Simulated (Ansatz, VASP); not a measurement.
## KF in VASP and in Ansatz

The input INCAR:

```
SYSTEM = KF
ALGO = Normal
EDIFF = 1E-6
ENCUT = 520
GGA = PE
ISIF = 2
ISMEAR = 0
LASPH = .True.
LCHARG = .False.
LREAL = .False.
LWAVE = .False.
NBANDS = 15
NELM = 80
PREC = Accurate
SIGMA = 0.05
```

Contents of KPOINTS:

```
k-points
0
Gamma
  8 8 8
  0 0 0
```

File POSCAR:

```
KF
1.0
   -0.1466196497      2.7096072920      2.7096072920
    2.7096072920     -0.1466196497      2.7096072920
    2.7096072920      2.7096072920     -0.1466196497
K F
1 1
Direct
    0.0000000000      0.0000000000      0.0000000000
    0.5000000000      0.5000000000      0.5000000000
```

Input for Ansatz:

```yaml
crystal:
  lattice:
    - [-0.1466196497, 2.709607292, 2.709607292]
    - [2.709607292, -0.1466196497, 2.709607292]
    - [2.709607292, 2.709607292, -0.1466196497]
  atoms:
    - { symbol: K, position: [0.0, 0.0, 0.0] }
    - { symbol: F, position: [0.5, 0.5, 0.5] }
basis:
  ecutwfc: 520.0
kpoints:
  mp_grid: { grid: [8, 8, 8] }
hamiltonian:
  xc: pbe
scf:
  occupations: { method: gaussian, width: 0.05 }
output:
  forces: true
  stress: true
  eigenvalues: true
```

Alike in both runs: task single point; functional PBE; k mesh 8 × 8 × 8; occupations gaussian, width 0.05 eV; no spin polarisation.

```csv
,VASP,Ansatz
version,VASP 6.6.1,Ansatz 0.2.0
potentials or method,"VASP PAW PBE potentials, release 64 (K_sv, F), cutoff 520 eV","scalar-relativistic, plane waves, PAW"
valence electrons in the cell,16,16
```

```tsv
	VASP	Ansatz	Ansatz less VASP
gap on the k mesh at the Fermi level (eV)	5.50	5.52	+0.014
least direct gap on the mesh (eV)	5.50	5.52	+0.014
pressure (GPa)	-1.9	-1.9	+0.01
traceless stress, the component that is largest in VASP (GPa)	0.64	0.64	+0.005
```

With one functional, cell and mesh, what is left measures potentials, basis and numerics.
